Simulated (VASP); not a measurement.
# TiPtF6 (R-3m) in VASP: further runs

TiPtF6 is run at these levels: PBEsol, r2SCAN+rVV10; tasks: single point.

Program: VASP 6.6.1. These are calculated values, not measurements. Logs are shortened: lines on timing, memory, paths and dates and some standing lists are left out, and cuts for length are marked.

## Step 1: The cell of the first run

Symmetry: R-3m, No. 166, trigonal system. The conventional cell has a = 6.370 Å, b = 6.370 Å, c = 7.443 Å, α = 90.00°, β = 90.00°, γ = 120.00°. Within 2.9 Å of Ti (site symmetry -3m) lie 12 F at 2.23 to 2.74 Å. Within 2.7 Å of Pt (site symmetry -3m) lie 6 F at 2.01 Å. Within 2.8 Å of F (site symmetry m) lie 1 Pt at 2.01 Å and 2 Ti at 2.23 to 2.74 Å and 5 F at 2.25 to 2.52 Å.

## Step 2: Single point, PBEsol

INCAR

```
SYSTEM = TiPtF6
ALGO = Normal
EDIFF = 1E-6
ENCUT = 600
GGA = PS
GGA_COMPAT = .False.
ISIF = 2
ISMEAR = -1
LASPH = .True.
LCHARG = .False.
LREAL = .False.
LWAVE = .False.
NBANDS = 42
NELM = 120
PREC = Accurate
SIGMA = 0.03
```

KPOINTS

```
k-points
0
Gamma
  6 6 6
  0 0 0
```

POSCAR

```
TiPtF6
1.0
    3.1849181742      1.8388133671      2.4809715596
   -3.1849181742      1.8388133671      2.4809715596
    0.0000000000     -3.6776267286      2.4809715637
Ti Pt F
1 1 6
Direct
    0.5000000000      0.5000000000      0.5000000000
    0.0000000000      0.0000000000      0.0000000000
    0.9240289700      0.3190366452      0.3190366452
    0.3190366452      0.9240289700      0.3190366452
    0.3190366452      0.3190366452      0.9240289700
    0.0759710300      0.6809633548      0.6809633548
    0.6809633548      0.0759710300      0.6809633548
    0.6809633548      0.6809633548      0.0759710300
```

Potentials or basis: VASP PAW PBE potentials, release 64 (Ti_sv, Pt, F).

Command:

```sh
$ cat potpaw_PBE.64/Ti_sv/POTCAR potpaw_PBE.64/Pt/POTCAR potpaw_PBE.64/F/POTCAR > POTCAR
$ mpirun -np 1 vasp_std > vasp.out
```

OUTCAR:

```text
SYSTEM = TiPtF6
   EDIFF = 1E-6
   ENCUT = 600
   GGA = PS
   ISIF = 2
   ISMEAR = -1
   LASPH = .True.
   LREAL = .False.
   NELM = 120
   PREC = Accurate

 ion  position               nearest neighbor table
   1  0.500  0.500  0.500-   3 2.23   4 2.23   6 2.23   7 2.23   5 2.23   8 2.23
   2  0.000  0.000  0.000-   3 2.01   4 2.01   6 2.01   7 2.01   5 2.01   8 2.01
   3  0.924  0.319  0.319-   2 2.01   1 2.23
   4  0.319  0.924  0.319-   2 2.01   1 2.23
   5  0.319  0.319  0.924-   2 2.01   1 2.23
   6  0.076  0.681  0.681-   2 2.01   1 2.23
   7  0.681  0.076  0.681-   2 2.01   1 2.23
   8  0.681  0.681  0.076-   2 2.01   1 2.23

  LATTYP: Found a trigonal (rhomboedric) cell.
 ALAT       =     4.4362324392
 COS(alpha) =    -0.0308559154

  Lattice vectors:

 A1 = (   3.1849181742,   1.8388133671,   2.4809715596)
 A2 = (  -3.1849181742,   1.8388133671,   2.4809715596)
 A3 = (   0.0000000000,  -3.6776267286,   2.4809715637)

Analysis of symmetry for initial positions (statically):
=====================================================================
 Subroutine PRICEL returns:
 Original cell was already a primitive cell.

 Routine SETGRP: Setting up the symmetry group for a
 trigonal (rhombohedral) supercell.

 Subroutine GETGRP returns: Found 12 space group operations
 (whereof 12 operations were pure point group operations)
 out of a pool of 12 trial point group operations.

The static configuration has the point symmetry D_3d.

Analysis of symmetry for dynamics (positions and initial velocities):
=====================================================================
 Subroutine PRICEL returns:
 Original cell was already a primitive cell.

 Routine SETGRP: Setting up the symmetry group for a
 trigonal (rhombohedral) supercell.

 Subroutine GETGRP returns: Found 12 space group operations
 (whereof 12 operations were pure point group operations)
 out of a pool of 12 trial point group operations.

The dynamic configuration has the point symmetry D_3d.

 Subroutine INISYM returns: Found 12 space group operations
 (whereof 12 operations are pure point group operations),
 and found     1 'primitive' translations

----------------------------------------------------------------------------------------

                                     Primitive cell

[... 99 lines left out ...]
   LASPH  =      T    aspherical Exc in radial PAW
   ENCUT  =  600.0 eV  44.10 Ry    6.64 a.u.   8.86  8.86  8.86*2*pi/ulx,y,z
   NELM   =    120;   NELMIN=  2; NELMDL= -5     # of ELM steps
   EDIFF  = 0.1E-05   stopping-criterion for ELM
   LREAL  =      F    real-space projection
   EDIFFG = 0.1E-04   stopping-criterion for IOM
   NSW    =      0    number of steps for IOM
   IBRION =     -1    ionic relax: 0-MD 1-quasi-New 2-CG
   NFREE  =      0    steps in history (QN), initial steepest desc. (CG)
   ISIF   =      2    stress and relaxation
   ISYM   =      2    0-nonsym 1-usesym 2-fastsym
   POTIM  = 0.5000    time-step for ionic-motion
   TEBEG  =    0.0;   TEEND  =   0.0 temperature during run
   PSTRESS=    0.0 pullay stress
   NELECT =      64.0000    total number of electrons
   NUPDOWN=      -1.0000    fix difference up-down
   EMIN   =  10.00;   EMAX   =-10.00  energy-range for DOS
   EFERMI =   0.00;   METHOD = LEGACY
   ISMEAR =    -1;   SIGMA  =   0.03  broadening in eV -4-tet -1-fermi 0-gaus
   EFERMI_NEDOS =   21; number of points for ismear=-14 and -15
   IALGO  =     38    algorithm
   IMIX   =      4    mixing-type and parameters
     AMIX     =   0.40;   BMIX     =  1.00
     AMIX_MAG =   1.60;   BMIX_MAG =  1.00
  volume/ion in A,a.u.               =      10.90        73.54
  Fermi-wavevector in a.u.,A,eV,Ry     =   1.476835  2.790813 29.674853  2.181040
  Thomas-Fermi vector in A             =   2.591313
   LORBIT       =      0    0 simple, 1 ext, 2 COOP (PROOUT), +10 PAW based schemes
   GGA     = PS    functional components
   LHFCALC =     F    Hartree Fock is set to
   AEXX    =    0.0000 exact exchange contribution
   IVDW    =     0    specifies the selected vdW correction
   LEPSILON=     F    determine dielectric tensor
   LRPA    =     F    only Hartree local field effects (RPA)
 non-spin polarized calculation
  energy-cutoff  :      600.00
  volume of cell :       87.18
 maximum number of plane-waves:      2924
   NGX = 17   NGY = 17   NGZ = 17

 number of electron      63.9999981 magnetization

 Free energy of the ion-electron system (eV)
  ---------------------------------------------------
  ext. energy  EPLUGINS =         0.00000000
  ---------------------------------------------------
  free energy    TOTEN  =       -40.17043378 eV

  energy without entropy =      -40.14620929  energy(sigma->0) =      -40.15832153

 E-fermi :   4.8812     XC(G=0): -11.3029

 val. band max:        4.8785497381   @ k =  -0.3333   0.3333   0.3333
 cond. band min:       4.8891738815   @ k =   0.5000   0.3333  -0.0000
 fundamental gap:      0.0106241435
 Fermi energy:         4.8811819738

 k-point     1 :       0.0000    0.0000    0.0000
  band No.  band energies     occupation
      1     -53.8300      2.00000
      2     -30.1813      2.00000
      3     -30.1813      2.00000
      4     -29.9852      2.00000
      5     -20.2421      2.00000
      6     -18.9691      2.00000
[... 1069 lines left out ...]
     41      13.2967      0.00000
     42      13.6425      0.00000

 [... further k-points ...]
[... 5 lines left out ...]
  --------------------------------------------------------------------------------------
  -------------------------------------------------------------------------------------
  Total        0.0690883      0.0690883      0.2056287      0.0000000      0.0000000     -0.0000000
  in kB        1.2697145      1.2697145      3.7790729      0.0000000      0.0000000     -0.0000000
  external PRESSURE =       2.1061673 kB  Pullay stress =       0.0000000 kB

 VOLUME and BASIS-vectors are now :
 -----------------------------------------------------------------------------
  energy-cutoff  :      600.00
  volume of cell :       87.18
      direct lattice vectors                 reciprocal lattice vectors
     3.184918174  1.838813367  2.480971560     0.156989904  0.090638164  0.134355967
    -3.184918174  1.838813367  2.480971560    -0.156989904  0.090638164  0.134355967
     0.000000000 -3.677626729  2.480971564     0.000000000 -0.181276327  0.134355967

 POSITION                                       TOTAL-FORCE (eV/Angst)
 -----------------------------------------------------------------------------------
      0.00000      0.00000      3.72146        -0.000000     -0.000000      0.000000
      0.00000      0.00000      0.00000         0.000000      0.000000      0.000000
      1.92685      1.11247      3.87553        -0.046931     -0.027096      0.064235
     -1.92685      1.11247      3.87553         0.046931     -0.027096      0.064235
      0.00000     -2.22494      3.87553         0.000000      0.054192      0.064235
     -1.92685     -1.11247      3.56738         0.046931      0.027096     -0.064235
      1.92685     -1.11247      3.56738        -0.046931      0.027096     -0.064235
      0.00000      2.22494      3.56738         0.000000     -0.054192     -0.064235
 -----------------------------------------------------------------------------------
    total drift:                                0.000000      0.000000     -0.000000

  FREE ENERGIE OF THE ION-ELECTRON SYSTEM (eV)
  ---------------------------------------------------
  free  energy   TOTEN  =       -40.1704337816 eV

  energy  without entropy=      -40.1462092862  energy(sigma->0) =      -40.15832153
```

OSZICAR:

```text
N       E                     dE             d eps       ncg     rms          rms(c)
DAV:   1     0.762129196946E+03    0.76213E+03   -0.37481E+04  2688   0.183E+03
DAV:   2     0.345993302834E+02   -0.72753E+03   -0.66898E+03  2940   0.483E+02
DAV:   3    -0.466140974938E+02   -0.81213E+02   -0.79108E+02  3328   0.165E+02
DAV:   4    -0.503513300823E+02   -0.37372E+01   -0.37030E+01  3842   0.297E+01
[... 13 lines left out ...]
DAV:  18    -0.401704503315E+02    0.42104E-04   -0.18614E-04  3536   0.616E-02    0.518E-02
DAV:  19    -0.401704449046E+02    0.54269E-05   -0.14530E-04  2898   0.689E-02    0.402E-02
DAV:  20    -0.401704365473E+02    0.83573E-05   -0.49800E-05  3016   0.325E-02    0.287E-02
DAV:  21    -0.401704345643E+02    0.19829E-05   -0.11882E-05  2434   0.127E-02    0.947E-03
DAV:  22    -0.401704337816E+02    0.78270E-06   -0.15792E-06  1506   0.621E-03
   1 F= -.40170434E+02 E0= -.40158322E+02  d E =-.242245E-01
```

stdout:

```text
POSCAR found type information on POSCAR TiPtF
 POSCAR found :  3 types and       8 ions
 scaLAPACK will be used
 -----------------------------------------------------------------------------
|                                                                             |
|                                                                             |
|     You enforced a specific xc type in the INCAR file but a different       |
|     I HOPE YOU KNOW WHAT YOU ARE DOING!                                     |
|                                                                             |
 -----------------------------------------------------------------------------

 LDA part: xc-table for (Slater+PW92), standard interpolation
 POSCAR, INCAR and KPOINTS ok, starting setup
 FFT: planning ... GRIDC
 FFT: planning ... GRID_SOFT
 FFT: planning ... GRID
 WAVECAR not read
 entering main loop
```

Run time: 5.8 min. Hardware: 1 thread of Intel Xeon 8259CL, shared host; peak memory 0.28 GiB.

Results:

```yaml
Free_energy: -40.1704 eV
Pressure: 0.2 GPa
Largest_force: 0.084 eV/Å
Band_gap_on_the_k_mesh: zero (bands 32 and 33 overlap by 0.58 eV)
```

Forces in eV/Å, atoms in the order of the input:
```
Ti   0.000  0.000  0.000
Pt   0.000  0.000  0.000
F   -0.047 -0.027  0.064
F    0.047 -0.027  0.064
F    0.000  0.054  0.064
F    0.047  0.027 -0.064
F   -0.047  0.027 -0.064
F    0.000 -0.054 -0.064
```

Caveat: the PAW data sets were made with another functional, which shifts forces and pressure a little; spin-orbit coupling is left out, which moves the levels of the heavy elements; semilocal functionals often make such compounds metallic where correlation or magnetic order opens a gap, which also shifts bond lengths.

(Part 1 of 2 ends here.)
